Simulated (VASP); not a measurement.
# H (P-1) in VASP: further runs, part 2 of 2

VASP 6.6.1. Earlier steps stand in the parts before.

## (3) Relaxation of cell and atoms, PBE

INCAR reads:

```
PREC = Accurate ; ENCUT = 600
EDIFF = 1E-7 ; ISMEAR = 0
SIGMA = 0.02 ; LREAL = False
LASPH = True ; NELM = 60
ALGO = Normal ; ISIF = 3
LWAVE = False ; LCHARG = False
GGA = PE ; IBRION = 2
NSW = 100 ; EDIFFG = -0.01
```

KPOINTS reads:

```
Automatic mesh
0
Gamma
  6 6 6
```

POSCAR reads:

```
H
1.0
    4.7294150686      0.0000000000      0.0000000000
   -0.0791751972      4.9144782062      0.0000000000
   -2.3053169529     -2.4731177066      5.0193075879
H
8
Direct
    0.8278782277      0.7905280197      0.5490147148
    0.9733399678      0.5128736415      0.0529958915
    0.0266600322      0.4871263585      0.9470041085
    0.1721217723      0.2094719803      0.4509852852
    0.6685468397      0.7061228310      0.4408959085
    0.5249687491      0.9967838262      0.9465259530
    0.4750312509      0.0032161738      0.0534740470
    0.3314531603      0.2938771690      0.5591040915
```

Potentials or basis: VASP PAW PBE potentials, release 64 (H).

The run is started by

```sh
> cat potpaw_PBE.64/H/POTCAR > POTCAR
> mpirun -np 1 vasp_std > vasp.out
```

OUTCAR:

```text
PREC = Accurate
   ENCUT = 600
   EDIFF = 1E-7
   ISMEAR = 0
   LREAL = False
   LASPH = True
   NELM = 60
   ISIF = 3
   GGA = PE
   IBRION = 2
   NSW = 100
   EDIFFG = -0.01

 ion  position               nearest neighbor table
   1  0.828  0.791  0.549-   5 0.75
   2  0.973  0.513  0.053-   3 0.74
   3  0.027  0.487  0.947-   2 0.74
   4  0.172  0.209  0.451-   8 0.75
   5  0.669  0.706  0.441-   1 0.75
   6  0.525  0.997  0.947-   7 0.76
   7  0.475  0.003  0.053-   6 0.76
   8  0.331  0.294  0.559-   4 0.75

  LATTYP: Found a triclinic cell.
 ALAT       =     9.0111013593
 B/A-ratio  =     0.5248431773
 C/A-ratio  =     1.1140417954
 COS(alpha) =     0.0039453110
 COS(beta)  =     0.5592469238
 COS(gamma) =     0.7850691836

  Lattice vectors:

 A1 = (  -7.0743379871,  -2.4413604996,  -5.0193075879)
 A2 = (  -4.7294150686,   0.0000000000,   0.0000000000)
 A3 = (  -0.0396059656,   0.0317572070, -10.0386151758)

Analysis of symmetry for initial positions (statically):
=====================================================================
 Subroutine PRICEL returns:
 Original cell was already a primitive cell.

 Routine SETGRP: Setting up the symmetry group for a
 triclinic supercell.

 Subroutine GETGRP returns: Found  2 space group operations
 (whereof  2 operations were pure point group operations)
 out of a pool of  2 trial point group operations.

The static configuration has the point symmetry S_2 .

Analysis of symmetry for dynamics (positions and initial velocities):
=====================================================================
 Subroutine PRICEL returns:
 Original cell was already a primitive cell.

 Routine SETGRP: Setting up the symmetry group for a
 triclinic supercell.

 Subroutine GETGRP returns: Found  2 space group operations
 (whereof  2 operations were pure point group operations)
[... 141 lines left out ...]
   AEXX    =    0.0000 exact exchange contribution
   IVDW    =     0    specifies the selected vdW correction
   LEPSILON=     F    determine dielectric tensor
   LRPA    =     F    only Hartree local field effects (RPA)
 conjugate gradient relaxation of ions
 non-spin polarized calculation
 Gauss-broadening in eV      SIGMA  =   0.02
  energy-cutoff  :      600.00
  volume of cell :      116.66
 maximum number of plane-waves:      3921
 NGX is ok and might be reduce to    40
   NGX = 19   NGY = 19   NGZ = 25

--------------------------------------- Ionic step        1  -------------------------------------------

 number of electron       8.0000000 magnetization

 Free energy of the ion-electron system (eV)
  ---------------------------------------------------
  ext. energy  EPLUGINS =         0.00000000
  ---------------------------------------------------
  free energy    TOTEN  =       -27.16672240 eV

  energy without entropy =      -27.16672240  energy(sigma->0) =      -27.16672240

------------------------ aborting loop because EDIFF is reached ----------------------------------------

  FORCE on cell =-STRESS in cart. coord.  units (eV):
  Direction    XX          YY          ZZ          XY          YZ          ZX
  --------------------------------------------------------------------------------------
  -------------------------------------------------------------------------------------
  Total        0.0074665      0.0078088     -0.0270270     -0.0239542      0.0149324     -0.0285335
  in kB        0.1025418      0.1072425     -0.3711760     -0.3289751      0.2050741     -0.3918660
  external PRESSURE =      -0.0537972 kB  Pullay stress =       0.0000000 kB
[... 71 lines left out ...]
--------------------------------------- Ionic step        3  -------------------------------------------

 number of electron       8.0000000 magnetization

 Free energy of the ion-electron system (eV)
  ---------------------------------------------------
  ext. energy  EPLUGINS =         0.00000000
  ---------------------------------------------------
  free energy    TOTEN  =       -27.16931561 eV

  energy without entropy =      -27.16931561  energy(sigma->0) =      -27.16931561

 E-fermi :  -8.6951     XC(G=0):  -4.8277

 val. band max:       -8.8264781583   @ k =   0.0000   0.0000   0.5000
 cond. band min:       0.4606802672   @ k =   0.5000   0.5000   0.0000
 fundamental gap:      9.2871584255
 Fermi energy:        -8.6951123536

 k-point     1 :       0.0000    0.0000    0.0000
  band No.  band energies     occupation
      1     -10.2927      2.00000
      2      -8.9504      2.00000
      3      -8.8821      2.00000
      4      -8.8812      2.00000
      5       1.0889      0.00000
      6       2.5404      0.00000
      7       2.5755      0.00000
      8       3.8068      0.00000
      9       3.9818      0.00000
[... 265 lines left out ...]
 k-point    24 :       0.5000   -0.0000    0.1667
  band No.  band energies     occupation
      1      -9.5978      2.00000
      2      -9.3554      2.00000
      3      -9.1708      2.00000
      4      -8.9393      2.00000
      5       1.3188      0.00000
      6       1.5034      0.00000
      7       1.6559      0.00000
      8       2.8701      0.00000
      9       3.8557      0.00000

 [... further k-points ...]
[... 5 lines left out ...]
  --------------------------------------------------------------------------------------
  -------------------------------------------------------------------------------------
  Total        0.0059593      0.0220582     -0.0195841     -0.0058118      0.0043988      0.0057691
  in kB        0.0818442      0.3029434     -0.2689643     -0.0798179      0.0604121      0.0792321
  external PRESSURE =       0.0386078 kB  Pullay stress =       0.0000000 kB
[... 23 lines left out ...]
  FREE ENERGIE OF THE ION-ELECTRON SYSTEM (eV)
  ---------------------------------------------------
  free  energy   TOTEN  =       -27.1693156094 eV

  energy  without entropy=      -27.1693156094  energy(sigma->0) =      -27.16931561

 reached required accuracy - stopping structural energy minimisation
```

OSZICAR:

```text
N       E                     dE             d eps       ncg     rms          rms(c)
DAV:   1     0.139823190411E+01    0.13982E+01   -0.31390E+03  2016   0.700E+02
DAV:   2    -0.276194388025E+02   -0.29018E+02   -0.28684E+02  2249   0.103E+02
[... 27 lines left out ...]
DAV:   4    -0.271693137118E+02   -0.26705E-04   -0.65121E-04  2114   0.243E-01    0.174E-02
DAV:   5    -0.271693150448E+02   -0.13330E-05   -0.37097E-05  2354   0.574E-02    0.109E-02
DAV:   6    -0.271693169701E+02   -0.19253E-05   -0.14516E-06  2073   0.128E-02    0.101E-02
DAV:   7    -0.271693154737E+02    0.14964E-05   -0.39428E-06  2912   0.271E-02    0.225E-03
DAV:   8    -0.271693157012E+02   -0.22752E-06   -0.18591E-06  2111   0.126E-02    0.258E-03
DAV:   9    -0.271693156094E+02    0.91864E-07   -0.82416E-08  1169   0.357E-03
   3 F= -.27169316E+02 E0= -.27169316E+02  d E =-.259321E-02
```

CONTCAR:

```text
H
   1.00000000000000
     4.7294790677199625   -0.0002053222606599   -0.0002445741066040
    -0.0793896251514403    4.9145511955493726    0.0001370951154011
    -2.3055003468621291   -2.4729167869474926    5.0191140128286378
  H
     8
Direct
     0.8278087447555267    0.7904860118343601    0.5489648858621587
     0.9730221949711253    0.5130339532838237    0.0536304246160611
     0.0269778050288748    0.4869660467161762    0.9463695753839388
     0.1721912552444733    0.2095139881656400    0.4510351141378413
     0.6686173776797771    0.7061638695434637    0.4409490947199324
     0.5246945610076704    0.9968089773321088    0.9471189941138994
     0.4753054389923296    0.0031910226678912    0.0528810058861006
     0.3313826223202229    0.2938361304565364    0.5590509052800675

  0.00000000E+00  0.00000000E+00  0.00000000E+00
  0.00000000E+00  0.00000000E+00  0.00000000E+00
  0.00000000E+00  0.00000000E+00  0.00000000E+00
  0.00000000E+00  0.00000000E+00  0.00000000E+00
  0.00000000E+00  0.00000000E+00  0.00000000E+00
  0.00000000E+00  0.00000000E+00  0.00000000E+00
  0.00000000E+00  0.00000000E+00  0.00000000E+00
  0.00000000E+00  0.00000000E+00  0.00000000E+00
```

Run time: 3 min. Hardware: 1 thread of Oxide Virtual Turin-like, shared host; peak memory 0.29 GiB.

Results:

```yaml
Free_energy: -27.1693 eV
Energy_gained_by_relaxing: 0.3 meV/atom
Ionic_steps: 3
Pressure_after_relaxing: 0.0 GPa
Largest_force_after_relaxing: 0.009 eV/Å
Band_gap_on_the_k_mesh: 9.29 eV
```

Forces on the atoms (eV/Å):
```
H    0.002 -0.001  0.001
H    0.006  0.004 -0.006
H   -0.006 -0.004  0.006
H   -0.002  0.001 -0.001
H   -0.002  0.000  0.000
H   -0.004 -0.006  0.006
H    0.004  0.006 -0.006
H    0.002  0.000  0.000
```

The path:
```csv
step,energy change (eV),largest force (eV/Å),pressure (GPa),volume (Å³)
1,0.0000,0.3055,-0.01,116.66
2,0.0114,0.7114,0.05,116.65
3,-0.0026,0.0095,0.00,116.66
```

Final structure:
```xyz
8
Lattice="4.7295 -0.0002 -0.0002 -0.0794 4.9146 0.0001 -2.3055 -2.4729 5.0191" Properties=species:S:1:pos:R:3 pbc="T T T"
H     2.5867    2.5272    2.7552
H     4.4375    2.3885    0.2690
H    -2.0929    0.0529    4.7500
H    -0.2421   -0.0857    2.2638
H     2.0895    2.3799    2.2131
H     0.2188    2.5566    4.7537
H     2.1258   -0.1152    0.2653
H     0.2550    0.0615    2.8059
```

Levels at points of the mesh, in eV from the valence-band top:
```
           k point  band 1  band 2  band 3  band 4  band 5  band 6  band 7  band 8  band 9
(0.00, 0.00, 0.00)   -1.47   -0.12   -0.06   -0.05    9.92   11.37   11.40   12.63   12.81
(0.50, 0.00, 0.00)   -0.69   -0.68   -0.20   -0.19   10.25   10.27   10.83   10.87   13.11
(0.00, 0.50, 0.00)   -0.74   -0.73   -0.17   -0.16   10.60   10.74   11.04   11.13   12.43
(0.50, 0.50, 0.00)   -0.48   -0.47   -0.36   -0.36    9.29    9.35   10.77   10.84   12.85
(0.00, 0.00, 0.50)   -0.85   -0.85   -0.14    0.00   10.46   10.82   10.82   11.08   13.60
(0.50, 0.00, 0.50)   -0.69   -0.67   -0.21   -0.19   10.24   10.29   10.82   10.86   13.08
(0.00, 0.50, 0.50)   -0.76   -0.72   -0.17   -0.15   10.72   10.75   10.98   11.04   12.43
(0.50, 0.50, 0.50)   -0.45   -0.44   -0.40   -0.39    9.56    9.64   10.20   10.26   13.30
```

A k mesh can miss the band edges. PBE gaps usually lie below the measured ones, often by a third to a half.
